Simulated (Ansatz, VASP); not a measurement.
**BaZrO3: VASP beside Ansatz**

File POSCAR:

```
BaZrO3
1.0
    4.1815000000      0.0000000000      0.0000000000
    0.0000000000      4.1815000000      0.0000000000
    0.0000000000      0.0000000000      4.1815000000
Ba Zr O
1 1 3
Direct
    0.5000000000      0.4957724095      0.4957724095
    0.0000000000      0.0000000000      0.0000000000
    0.5000000000      0.0000000000      0.0000000000
    0.0000000000      0.5000000000      0.0000000000
    0.0000000000      0.0000000000      0.5000000000
```

File INCAR.step1:

```
ALGO     = Normal         # electronic algorithm
EDIFF    = 1E-4           # SCF threshold, eV
ENCUT    = 520            # plane-wave cutoff, eV
GGA      = PE             # functional
ISMEAR   = 0              # smearing method
LASPH    = T              # aspherical terms in the spheres
LCHARG   = F              # write CHGCAR
LREAL    = F              # projectors in reciprocal space
LWAVE    = T              # write WAVECAR
NBANDS   = 28             # bands
NELM     = 80             # most SCF steps
PREC     = Accurate       # precision mode
SIGMA    = 0.05           # smearing width, eV
```

Contents of INCAR.step2:

```
ALGO     = Normal         # electronic algorithm
EDIFF    = 1E-6           # SCF threshold, eV
ENCUT    = 520            # plane-wave cutoff, eV
ISIF     = 2              # what is computed and relaxed
ISMEAR   = 0              # smearing method
ISTART   = 1            
LASPH    = T              # aspherical terms in the spheres
LCHARG   = F              # write CHGCAR
LMIXTAU  = T            
LREAL    = F              # projectors in reciprocal space
LWAVE    = F              # write WAVECAR
METAGGA  = R2SCAN         # meta-GGA
NBANDS   = 28             # bands
NELM     = 80             # most SCF steps
PREC     = Accurate       # precision mode
SIGMA    = 0.05           # smearing width, eV
```

Contents of KPOINTS:

```
k-points
0
Gamma
  6 6 6
```

Input for Ansatz:

```yaml
crystal:
  lattice:
    - [4.1815, 0.0, 0.0]
    - [0.0, 4.1815, 0.0]
    - [0.0, 0.0, 4.1815]
  atoms:
    - { symbol: Ba, position: [0.5, 0.4957724095, 0.4957724095] }
    - { symbol: Zr, position: [0.0, 0.0, 0.0] }
    - { symbol: O, position: [0.5, 0.0, 0.0] }
    - { symbol: O, position: [0.0, 0.5, 0.0] }
    - { symbol: O, position: [0.0, 0.0, 0.5] }
basis:
  ecutwfc: 500
kpoints:
  mp_grid: { grid: [6, 6, 6] }
hamiltonian:
  xc: r2scan
scf:
  occupations: { method: gaussian, width: 0.05 }
output:
  forces: true
  stress: true
  eigenvalues: true
  write_density: true
  write_potential: true
  elf: true
  volumetric_format: npy
```

Change from the starting cell: all Ba atoms moved +0.025 Å, as atom 1 towards its neighbour atom 3 (O) at 2.957 Å.

Alike in both runs: task single point; functional r2SCAN; k mesh 6 × 6 × 6; occupations gaussian, width 0.05 eV; no spin polarisation.

```csv
,VASP,Ansatz
version,VASP 6.6.1,Ansatz 0.2.0
potentials or method,"VASP PAW PBE potentials, release 64 (Ba_sv, Zr_sv, O), cutoff 520 eV","scalar-relativistic, plane waves, PAW"
valence electrons in the cell,40,40
```

VASP gave:

```
gap on the k mesh at the Fermi level (eV) : 3.72
least direct gap on the mesh (eV)         : 3.96
pressure (GPa)                            : 4.0
rms of the force components (eV/Å)        : 0.039
```

Estimate Ansatz's values.

gap on the k mesh at the Fermi level (eV): 3.78; least direct gap on the mesh (eV): 3.98; pressure (GPa): 2.9; rms of the force components (eV/Å): 0.036.

VASP's potentials were made for PBE, not for r2SCAN. Atom by atom the forces differ by 0.003 eV/Å (rms over components). With one functional, cell and mesh, what is left measures potentials, basis and numerics.

Spin-orbit coupling is off throughout.
